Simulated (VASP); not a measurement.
# HfZrS4: single point with PBE

The system is HfZrS4.

```
Zr Hf S
1.0
     6.59898   -1.80347    0.00000
     6.59898    1.80347    0.00000
    -2.95727    0.00000    5.50314
Zr Hf S
1 1 4
Cartesian
  5.1203 0.0000 2.7516
  0.0000 0.0000 0.0000
  4.8301 0.0000 0.2315
  9.9505 0.0000 2.9831
  5.4106 0.0000 5.2716
  0.2902 0.0000 2.5201
```

| Quantity | Value |
| --- | --- |
| Program | VASP 6.6.1 |
| Task | single point |
| Functional | PBE |
| Potentials or basis | VASP PAW PBE potentials, release 64 (Zr_sv, Hf_pv, S) |
| Cutoff | 520 eV |
| k mesh | 6 × 6 × 6 |
| Occupations | gaussian, width 0.1 eV |
| Spin | no spin polarisation |
| Dipole correction | no |
| Further INCAR settings | ALGO = Normal; EDIFF = 1e-06; NBANDS = 32 |

The pressure is 3.8 GPa. The largest force is 0.306 eV/Å and the band gap on the k mesh is 0.85 eV, direct.

Forces on the atoms (eV/Å):
```
Zr   0.000  0.000  0.000
Hf   0.000  0.000  0.000
S   -0.021  0.000 -0.246
S   -0.297  0.000  0.074
S    0.021  0.000  0.246
S    0.297  0.000 -0.074
```

Stress tensor (GPa, compression positive):
```
 3.59  0.00 -0.09
 0.00  3.96  0.00
-0.09  0.00  3.72
```

Levels at points of the mesh, in eV from the valence-band top:
| k point | band 19 | band 20 | band 21 | band 22 | band 23 | band 24 | band 25 | band 26 | band 27 | band 28 |
| --- | --- | --- | --- | --- | --- | --- | --- | --- | --- | --- |
| (0.00, 0.00, 0.00) | -1.03 | -0.87 | -0.11 | -0.11 | 0.00 | 0.85 | 1.72 | 1.75 | 2.36 | 3.72 |
| (0.50, 0.00, 0.00) | -2.36 | -2.21 | -2.10 | -1.43 | -1.33 | 2.08 | 2.45 | 2.65 | 2.98 | 3.54 |
| (0.50, 0.50, 0.00) | -2.05 | -1.98 | -1.34 | -0.27 | -0.27 | 1.04 | 1.68 | 1.71 | 2.71 | 3.74 |
| (0.00, 0.00, 0.50) | -2.59 | -1.01 | -0.91 | -0.41 | -0.37 | 1.25 | 1.47 | 2.76 | 3.21 | 3.38 |
| (0.50, 0.50, 0.50) | -2.45 | -1.24 | -1.15 | -0.97 | -0.92 | 1.34 | 1.52 | 2.76 | 2.98 | 3.23 |
| (0.50, 0.00, 0.50) | -2.46 | -2.05 | -1.34 | -1.02 | -0.87 | 0.85 | 1.05 | 3.49 | 3.78 | 3.99 |

Run time: 16 min on 1 thread of Oxide Virtual Turin-like Processor, on a shared host, peak memory 0.51 GiB.

Caveat: spin-orbit coupling is left out, which moves the levels of the heavy elements. Expect the measured gap to be larger: semilocal functionals such as PBE lack the derivative discontinuity.
